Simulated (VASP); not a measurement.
# ZnO (P6_3/mmc) in VASP: notebook, part 2 of 2

VASP 6.6.1.

## 3. Single point, PBE

This run uses another cell than the first one, of 17.80 Å³/atom.

Contents of INCAR:

```
SYSTEM = ZnO
PREC = Accurate
ENCUT = 520
EDIFF = 1E-6
ISMEAR = 0
SIGMA = 0.02
LREAL = .FALSE.
LASPH = .TRUE.
NELM = 80
ALGO = Normal
ISIF = 2
LWAVE = .FALSE.
LCHARG = .FALSE.
GGA = PE
NBANDS = 26
```

Contents of KPOINTS:

```
Automatic mesh
0
G
  12 12 4
  0 0 0
```

Contents of POSCAR:

```
ZnO
1.0
    3.2777674927     -0.0000000029      0.0000000000
   -1.6388837438      2.8386299178      0.0000000000
    0.0000000000      0.0000000000      7.6528275485
Zn O
2 2
Direct
    0.0000000000      0.0000000000      0.7500000000
    0.0000000000      0.0000000000      0.2500000000
    0.3333333333      0.6666666667      0.2500000000
    0.6666666667      0.3333333333      0.7500000000
```

Potentials or basis: VASP PAW PBE potentials, release 64 (Zn, O).

Started as:

```sh
> cat potpaw_PBE.64/Zn/POTCAR potpaw_PBE.64/O/POTCAR > POTCAR
> mpirun -np 1 vasp_std > vasp.out
```

OUTCAR:

```text
SYSTEM = ZnO
   PREC = Accurate
   ENCUT = 520
   EDIFF = 1E-6
   ISMEAR = 0
   LREAL = .FALSE.
   LASPH = .TRUE.
   NELM = 80
   ISIF = 2
   GGA = PE

 ion  position               nearest neighbor table
   1  0.000  0.000  0.750-   4 1.89   4 1.89   4 1.89
   2  0.000  0.000  0.250-   3 1.89   3 1.89   3 1.89
   3  0.333  0.667  0.250-   2 1.89   2 1.89   2 1.89
   4  0.667  0.333  0.750-   1 1.89   1 1.89   1 1.89

  LATTYP: Found a hexagonal cell.
 ALAT       =     3.2777674927
 C/A-ratio  =     2.3347682731

  Lattice vectors:

 A1 = (   3.2777674927,  -0.0000000029,   0.0000000000)
 A2 = (  -1.6388837438,   2.8386299178,   0.0000000000)
 A3 = (   0.0000000000,   0.0000000000,   7.6528275485)

Analysis of symmetry for initial positions (statically):
=====================================================================
 Subroutine PRICEL returns:
 Original cell was already a primitive cell.

 Routine SETGRP: Setting up the symmetry group for a
 hexagonal supercell.

 Subroutine GETGRP returns: Found 24 space group operations
 (whereof 12 operations were pure point group operations)
 out of a pool of 24 trial point group operations.

The static configuration has the point symmetry D_3d.
 The point group associated with its full space group is D_6h.

Analysis of symmetry for dynamics (positions and initial velocities):
=====================================================================
 Subroutine PRICEL returns:
 Original cell was already a primitive cell.

 Routine SETGRP: Setting up the symmetry group for a
 hexagonal supercell.

 Subroutine GETGRP returns: Found 24 space group operations
 (whereof 12 operations were pure point group operations)
 out of a pool of 24 trial point group operations.

The dynamic configuration has the point symmetry D_3d.
 The point group associated with its full space group is D_6h.

 Subroutine INISYM returns: Found 24 space group operations
 (whereof 12 operations are pure point group operations),
[... 119 lines left out ...]
     AMIX     =   0.40;   BMIX     =  1.00
     AMIX_MAG =   1.60;   BMIX_MAG =  1.00
  volume/ion in A,a.u.               =      17.80       120.13
  Fermi-wavevector in a.u.,A,eV,Ry     =   1.304186  2.464553 23.142149  1.700900
  Thomas-Fermi vector in A             =   2.435138
   LORBIT       =      0    0 simple, 1 ext, 2 COOP (PROOUT), +10 PAW based schemes
   GGA     = PE    functional components
   LHFCALC =     F    Hartree Fock is set to
   AEXX    =    0.0000 exact exchange contribution
   IVDW    =     0    specifies the selected vdW correction
   LEPSILON=     F    determine dielectric tensor
   LRPA    =     F    only Hartree local field effects (RPA)
 non-spin polarized calculation
 Gauss-broadening in eV      SIGMA  =   0.02
  energy-cutoff  :      520.00
  volume of cell :       71.20
 maximum number of plane-waves:      1944
   NGX = 13   NGY = 13   NGZ = 29

 number of electron      36.0000017 magnetization

 Free energy of the ion-electron system (eV)
  ---------------------------------------------------
  ext. energy  EPLUGINS =         0.00000000
  ---------------------------------------------------
  free energy    TOTEN  =       -16.97037987 eV

  energy without entropy =      -16.97037987  energy(sigma->0) =      -16.97037987

 E-fermi :  -0.8713     XC(G=0):  -8.5265

 val. band max:       -0.9977473742   @ k =   0.0000   0.0000   0.0000
 cond. band min:      -0.0766253210   @ k =   0.0000   0.0000   0.0000
 fundamental gap:      0.9211220531
 Fermi energy:        -0.8712539479

 k-point     1 :       0.0000    0.0000    0.0000
  band No.  band energies     occupation
      1     -18.5138      2.00000
      2     -18.4692      2.00000
      3      -7.1489      2.00000
      4      -7.1489      2.00000
      5      -7.1417      2.00000
      6      -7.1417      2.00000
[... 685 lines left out ...]
     25      10.7998      0.00000
     26      11.7172      0.00000

 [... further k-points ...]

------------------------ aborting loop because EDIFF is reached ----------------------------------------

  FORCE on cell =-STRESS in cart. coord.  units (eV):
  Direction    XX          YY          ZZ          XY          YZ          ZX
  --------------------------------------------------------------------------------------
  -------------------------------------------------------------------------------------
  Total        0.5154977      0.5154977     -0.0069346      0.0000000      0.0000000      0.0000000
  in kB       11.5992120     11.5992120     -0.1560347      0.0000000      0.0000000      0.0000000
  external PRESSURE =       7.6807964 kB  Pullay stress =       0.0000000 kB

 VOLUME and BASIS-vectors are now :
 -----------------------------------------------------------------------------
  energy-cutoff  :      520.00
  volume of cell :       71.20
      direct lattice vectors                 reciprocal lattice vectors
     3.277767493 -0.000000003  0.000000000     0.305085703  0.176141313  0.000000000
    -1.638883744  2.838629918  0.000000000     0.000000000  0.352282626  0.000000000
     0.000000000  0.000000000  7.652827549     0.000000000  0.000000000  0.130670657

 POSITION                                       TOTAL-FORCE (eV/Angst)
 -----------------------------------------------------------------------------------
      0.00000      0.00000      5.73962         0.000000     -0.000000      0.000000
      0.00000      0.00000      1.91321        -0.000000     -0.000000      0.000000
      0.00000      1.89242      1.91321         0.000000     -0.000000     -0.000000
      1.63888      0.94621      5.73962        -0.000000      0.000000      0.000000
 -----------------------------------------------------------------------------------
    total drift:                               -0.000000      0.000000     -0.000000

  FREE ENERGIE OF THE ION-ELECTRON SYSTEM (eV)
  ---------------------------------------------------
  free  energy   TOTEN  =       -16.9703798671 eV

  energy  without entropy=      -16.9703798671  energy(sigma->0) =      -16.97037987
```

stdout:

```text
POSCAR found type information on POSCAR ZnO
 POSCAR found :  2 types and       4 ions
 scaLAPACK will be used
 LDA part: xc-table for (Slater+PW92), standard interpolation
 POSCAR, INCAR and KPOINTS ok, starting setup
 FFT: planning ... GRIDC
 FFT: planning ... GRID_SOFT
 FFT: planning ... GRID
 WAVECAR not read
 entering main loop
```

It took 38 s on 1 thread of AMD EPYC 9R45 (Zen 5), shared host; peak memory 0.2 GiB.

Results:

```yaml
Free_energy: -16.9704 eV
Pressure: 0.8 GPa
Band_gap_on_the_k_mesh: 0.92 eV
```

Stress tensor (GPa, compression positive):
```
 1.16  0.00  0.00
 0.00  1.16  0.00
 0.00  0.00 -0.02
```

## 4. Single point, PBE

This run uses another cell than the first one, of 17.80 Å³/atom.

Contents of INCAR:

```
PREC     = Accurate       # precision mode
ENCUT    = 520            # plane-wave cutoff, eV
EDIFF    = 1E-7           # SCF threshold, eV
ISMEAR   = 0              # smearing method
SIGMA    = 0.02           # smearing width, eV
LREAL    = F              # projectors in reciprocal space
LASPH    = T              # aspherical terms in the spheres
NELM     = 100            # most SCF steps
ALGO     = Normal         # electronic algorithm
ISIF     = 2              # what is computed and relaxed
LWAVE    = F              # write WAVECAR
LCHARG   = F              # write CHGCAR
GGA      = PE             # functional
NBANDS   = 26             # bands
```

Contents of KPOINTS:

```
regular mesh
0
Gamma
  12 12 4
```

POSCAR is that of step 3.

Started as:

```sh
> cat potpaw_PBE.64/Zn/POTCAR potpaw_PBE.64/O/POTCAR > POTCAR
> mpirun -np 1 vasp_std > vasp.out
```

Wall time 41 s (1 thread of AMD EPYC 9R45 (Zen 5), shared host); peak memory 0.2 GiB.

Results (log left out):

| Item | Value |
| --- | --- |
| Free energy | -16.9704 eV |
| Pressure | 0.7 GPa |
| Band gap on the k mesh | 0.92 eV |

Stress tensor (GPa, compression positive):
```
 1.12  0.00  0.00
 0.00  1.12  0.00
 0.00  0.00 -0.06
```

Levels at points of the mesh, in eV from the valence-band top:
```
           k point  band 14  band 15  band 16  band 17  band 18  band 19  band 20  band 21  band 22  band 23
(0.00, 0.00, 0.00)    -1.99     0.00     0.00     0.00     0.00     0.92     3.04     4.94     9.94    10.02
(0.50, 0.00, 0.00)    -3.62    -1.88    -1.84    -0.93    -0.92     5.07     5.61     6.20     8.38     8.49
(0.00, 0.00, 0.50)    -2.58     0.00     0.00     0.00     0.00     1.84     1.84     6.73     6.73    13.24
(0.50, 0.00, 0.50)    -3.77    -1.86    -1.86    -0.91    -0.91     5.18     5.18     7.46     7.46     8.45
```

A k mesh can miss the band edges.

## 5. Relaxation of shape and atoms at fixed volume, PBE (17.27 Å³/atom)

Contents of INCAR:

```
SYSTEM = ZnO
ALGO     = Normal         ! electronic algorithm
EDIFF    = 1E-6           ! SCF threshold, eV
EDIFFG   = -0.01          ! ionic threshold
ENCUT    = 600            ! plane-wave cutoff, eV
GGA      = PE             ! functional
IBRION   = 2              ! ionic algorithm
ISIF     = 4              ! what is computed and relaxed
ISMEAR   = 0              ! smearing method
LASPH    = .TRUE.         ! aspherical terms in the spheres
LCHARG   = .FALSE.        ! write CHGCAR
LREAL    = .FALSE.        ! projectors in reciprocal space
LWAVE    = .FALSE.        ! write WAVECAR
NELM     = 80             ! most SCF steps
NSW      = 50             ! ionic steps
PREC     = Accurate       ! precision mode
SIGMA    = 0.02           ! smearing width, eV
```

Contents of KPOINTS:

```
k-points
0
G
  12 12 4
  0 0 0
```

Contents of POSCAR:

```
ZnO
1.0
    3.2446564663     -0.0000000029      0.0000000000
   -1.6223282307      2.8099549279      0.0000000000
    0.0000000000      0.0000000000      7.5755209747
Zn O
2 2
Direct
    0.0000000000      0.0000000000      0.7500000000
    0.0000000000      0.0000000000      0.2500000000
    0.3333333333      0.6666666667      0.2500000000
    0.6666666667      0.3333333333      0.7500000000
```

Started as:

```sh
> cat potpaw_PBE.64/Zn/POTCAR potpaw_PBE.64/O/POTCAR > POTCAR
> mpirun -np 1 vasp_std > vasp.out
```

Run time: 1.7 min. Hardware: 1 thread of AMD EPYC 9R45 (Zen 5), shared host; peak memory 0.24 GiB.

The run converged. Its results:

```
Free energy               : -16.9749 eV
Energy gained by relaxing : 7.4 meV/atom
Ionic steps               : 3
Pressure after relaxing   : -0.1 GPa
Band gap on the k mesh    : 0.87 eV
```

Step by step:
```tsv
step	energy change (eV)	largest force (eV/Å)	pressure (GPa)	volume (Å³)
1	0.0000	0.0000	3.47	69.07
2	-0.0272	0.0000	0.90	69.07
3	-0.0295	0.0000	-0.09	69.07
```

Final structure:
```xyz
4
Lattice="3.2872 0.0000 0.0000 -1.6436 2.8468 0.0000 0.0000 0.0000 7.3808" Properties=species:S:1:pos:R:3 pbc="T T T"
Zn    0.0000    0.0000    5.5356
Zn    0.0000    0.0000    1.8452
O     0.0000    1.8979    1.8452
O     1.6436    0.9489    5.5356
```

Levels at points of the mesh, in eV from the valence-band top:
| k point | band 14 | band 15 | band 16 | band 17 | band 18 | band 19 | band 20 | band 21 | band 22 |
| --- | --- | --- | --- | --- | --- | --- | --- | --- | --- |
| (0.00, 0.00, 0.00) | -1.84 | -0.01 | -0.01 | 0.00 | 0.00 | 0.87 | 3.19 | 5.06 | 10.43 |
| (0.50, 0.00, 0.00) | -3.56 | -1.87 | -1.80 | -0.91 | -0.90 | 4.99 | 5.54 | 6.20 | 8.66 |
| (0.00, 0.00, 0.50) | -2.53 | 0.00 | 0.00 | 0.00 | 0.00 | 1.88 | 1.88 | 6.99 | 6.99 |
| (0.50, 0.00, 0.50) | -3.76 | -1.83 | -1.83 | -0.88 | -0.88 | 5.09 | 5.09 | 7.56 | 7.56 |

A k mesh can miss the band edges.

## 6. The runs side by side

```tsv
task	cell	cutoff (eV)	gap on the mesh (eV)	pressure (GPa)
single point	a = 3.277, b = 3.277, c = 7.427 Å, angles 90.0, 90.0, 120.0°, 4 atoms	520	0.88	0.9
single point	a = 3.278, b = 3.278, c = 7.653 Å, angles 90.0, 90.0, 120.0°, 4 atoms	520	0.92	0.7
relaxation of shape and atoms at fixed volume	relaxed from a = 3.245, b = 3.245, c = 7.576 Å, angles 90.0, 90.0, 120.0°, 4 atoms	600	0.87	-0.1
```

Alike in all rows: level PBE; potentials or basis VASP PAW PBE potentials, release 64 (Zn, O); no spin polarisation; k mesh 12 × 12 × 4; smearing gaussian 0.02 eV.

Total energies depend on the potentials used, so only differences within one code and one set of settings carry meaning.
